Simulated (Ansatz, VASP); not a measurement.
## ZnS in VASP and in Ansatz

INCAR

```
SYSTEM = ZnS
ALGO     = Normal         ! electronic algorithm
EDIFF    = 1E-7           ! SCF threshold, eV
ENCUT    = 520            ! plane-wave cutoff, eV
GGA      = PE             ! functional
ISIF     = 2              ! what is computed and relaxed
ISMEAR   = 0              ! smearing method
LASPH    = .True.         ! aspherical terms in the spheres
LCHARG   = .False.        ! write CHGCAR
LREAL    = .False.        ! projectors in reciprocal space
LWAVE    = .False.        ! write WAVECAR
NBANDS   = 26             ! bands
NELM     = 80             ! most SCF steps
PREC     = Accurate       ! precision mode
SIGMA    = 0.05           ! smearing width, eV
```

File KPOINTS:

```
k-points
0
Gamma
  12 12 4
  0 0 0
```

The input POSCAR:

```
ZnS
1.0
    3.8454929889      0.0000000000      0.0000000000
   -1.9227464944      3.3302946184      0.0000000000
    0.0000000000      0.0000000000      6.3053333047
Zn S
2 2
Direct
    0.2824184375      0.6412092188     -0.0043603248
    0.6666666667      0.3333333333      0.5052197899
    0.3333333333      0.6666666667      0.3797802101
    0.6666666667      0.3333333333      0.8797802101
```

Input for Ansatz:

```yaml
crystal:
  lattice:
    - [3.8454929889, 0.0, 0.0]
    - [-1.9227464944, 3.3302946184, 0.0]
    - [0.0, 0.0, 6.3053333047]
  atoms:
    - { symbol: Zn, position: [0.2824184375, 0.6412092188, -0.0043603248] }
    - { symbol: Zn, position: [0.6666666667, 0.3333333333, 0.5052197899] }
    - { symbol: S, position: [0.3333333333, 0.6666666667, 0.3797802101] }
    - { symbol: S, position: [0.6666666667, 0.3333333333, 0.8797802101] }
basis:
  ecutwfc: 420
kpoints:
  mp_grid: { grid: [12, 12, 4] }
hamiltonian:
  xc: pbe
scf:
  occupations: { method: gaussian, width: 0.05 }
output:
  forces: true
  stress: true
  eigenvalues: true
```

Alike in both runs: task single point; functional PBE; k mesh 12 × 12 × 4; occupations gaussian, width 0.05 eV; no spin polarisation.

|  | VASP | Ansatz |
| --- | --- | --- |
| version | VASP 6.6.1 | Ansatz 0.2.0 |
| potentials or method | VASP PAW PBE potentials, release 64 (Zn, S), cutoff 520 eV | scalar-relativistic, plane waves, PAW |
| valence electrons in the cell | 36 | 36 |

Ansatz gave:

| Property | Result |
| --- | --- |
| gap on the k mesh at the Fermi level (eV) | 2.04 |
| least direct gap on the mesh (eV) | 2.04 |
| pressure (GPa) | 0.7 |
| traceless stress, the component that is largest in VASP (GPa) | 1.81 |
| rms of the force components (eV/Å) | 0.583 |

Estimate VASP's values.

gap on the k mesh at the Fermi level (eV): 2.05; least direct gap on the mesh (eV): 2.05; pressure (GPa): 0.8; traceless stress, the component that is largest in VASP (GPa): 1.83; rms of the force components (eV/Å): 0.586.

Atom by atom the forces differ by 0.004 eV/Å (rms over components).
